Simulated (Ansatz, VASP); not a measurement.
**One calculation of MgCd3Se4, two programs**

```
CELL_PARAMETERS angstrom
-2.84426 2.84426 5.69582
2.84426 -2.84426 5.69582
2.84426 2.84426 -5.69582
ATOMIC_POSITIONS crystal
Mg 0.00000 0.00000 0.00000
Cd 0.75000 0.25000 0.50000
Cd 0.25000 0.75000 0.50000
Cd 0.50000 0.50000 0.00000
Se 0.50000 0.00000 0.50000
Se 0.00000 0.50000 0.50000
Se 0.24376 0.24376 0.00000
Se 0.75624 0.75624 0.00000
```

Alike in both runs: functional PBE; k mesh 4 × 4 × 4; occupations gaussian, width 0.1 eV; no spin polarisation.

Ansatz relaxed the structure, and its values are those at the end. VASP's run is a single point on that final structure, the one shown.

|  | VASP | Ansatz |
| --- | --- | --- |
| version | VASP 6.6.1 | Ansatz 0.2.0 |
| potentials or method | VASP PAW PBE potentials, release 64 (Mg, Cd, Se), cutoff 520 eV | scalar-relativistic, plane waves, PAW |
| valence electrons in the cell | 62 | 134 |

|  | VASP | Ansatz | Ansatz less VASP |
| --- | --- | --- | --- |
| gap on the k mesh at the Fermi level (eV) | none | none | - |
| pressure (GPa) | 0.2 | 0.0 | -0.24 |
| rms of the force components (eV/Å) | 0.011 | 0.005 | -0.0063 |

A gap of «none» marks a metal or a gap that the smearing closes. VASP's potentials hold 62 valence electrons a cell and Ansatz's 134, so a difference there can come from the potentials and not from the codes.

The k mesh is coarse, so the values compare programs but aren't converged.
